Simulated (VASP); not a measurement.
Here is a VASP 6.6.1 calculation.

The input INCAR:

```
SYSTEM = BAs
ALGO = Normal
EDIFF = 1E-8
ENCUT = 520
GGA = PS
IBRION = 8
ISIF = 2
ISMEAR = 0
LASPH = .TRUE.
LCHARG = .FALSE.
LEPSILON = .TRUE.
LREAL = .FALSE.
LWAVE = .FALSE.
NELM = 60
NSW = 1
PREC = Accurate
SIGMA = 0.01
```

File KPOINTS:

```
k-points
0
G
  10 10 10
  0 0 0
```

Contents of POSCAR:

```
BAs
1.0
    0.0000000000      2.3679378344      2.3679378344
    2.3679378344      0.0000000000      2.3679378344
    2.3679378344      2.3679378344      0.0000000000
B As
1 1
Direct
    0.0000000000      0.0000000000      0.0000000000
    0.7500000000      0.7500000000      0.7500000000
```

Potentials or basis: VASP PAW PBE potentials, release 64 (B, As).

The run is started by

```console
$ cat potpaw_PBE.64/B/POTCAR potpaw_PBE.64/As/POTCAR > POTCAR
$ mpirun -np 1 vasp_std > vasp.out
```

Estimate the electronic dielectric tensor (diagonal).

9.89.

What does it give for the Born charges (mean of the diagonal)?

B -0.58; As +0.58 e.

Predict the highest phonon frequency at Γ, LO-TO splitting left out.

710 cm⁻¹.

Electronic dielectric tensor:
```
9.89 0.00 0.00
0.00 9.89 0.00
0.00 0.00 9.89
```

Caveat: the cell differs from its parent crystal (phonons at volume x 0.98); the cell wasn't relaxed at this level first, which shifts response properties.
